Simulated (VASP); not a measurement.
# HfO2: single point with PBE

The system is HfO2.

```xyz
6
Lattice="4.8804 0.0000 0.0000 0.0000 4.8804 0.0000 0.0000 0.0000 3.3024" Properties=species:S:1:pos:R:3 pbc="T T T"
Hf    0.0000    0.0000    0.0000
Hf    2.4402    2.4402    1.6512
O     0.9457    3.9347    1.6512
O     1.4945    1.4945    0.0000
O     3.3859    3.3859    0.0000
O     3.9347    0.9457    1.6512
```

This cell differs from its parent crystal: strain along c alone, the other axes held: +2.0 %, then relaxed in part.

* Program: VASP 6.6.1
* Task: single point
* Functional: PBE
* Potentials or basis: VASP PAW PBE potentials, release 64 (Hf_pv, O)
* Cutoff: 520 eV
* k mesh: 6 × 6 × 8
* Occupations: gaussian, width 0.02 eV
* Spin: no spin polarisation
* Dipole correction: no
* Further INCAR settings: ALGO = Normal; EDIFF = 1e-06; NBANDS = 31

The pressure is -7.3 GPa. The largest force is 0.040 eV/Å. The band gap on the k mesh is 3.82 eV.

Forces on the atoms (eV/Å):
```
Hf   0.000  0.000  0.000
Hf   0.000  0.000  0.000
O   -0.029  0.029  0.000
O    0.029  0.029  0.000
O   -0.029 -0.029  0.000
O    0.029 -0.029  0.000
```

Stress tensor (GPa, compression positive):
```
 -5.03   0.00   0.00
  0.00  -5.03   0.00
  0.00   0.00 -11.69
```

Levels at points of the mesh, in eV from the valence-band top:
```csv
k point,band 20,band 21,band 22,band 23,band 24,band 25
"(0.00, 0.00, 0.00)",-0.47,-0.47,0.00,3.82,3.90,4.95
"(0.50, 0.00, 0.00)",-1.49,-0.63,-0.63,4.39,4.39,5.80
"(0.50, 0.50, 0.00)",-1.20,-0.82,-0.82,4.05,4.05,5.29
"(0.00, 0.00, 0.50)",-1.95,-0.97,-0.97,5.31,5.31,5.57
"(0.50, 0.00, 0.50)",-1.71,-0.87,-0.87,4.02,4.02,5.81
"(0.50, 0.50, 0.50)",-1.01,-0.53,-0.53,4.87,4.87,5.63
```

Run time: 51 s on 1 thread of AMD EPYC 9R45 (Zen 5), with other jobs on the host, peak memory 0.21 GiB.

Caveat: the cell differs from its parent crystal (strain along c alone, the other axes held: +2.0 %, then relaxed in part); the stress differs along the axes, from -12 to -5 GPa; spin-orbit coupling is left out, which moves the levels of the heavy elements. A k mesh can miss the band edges.
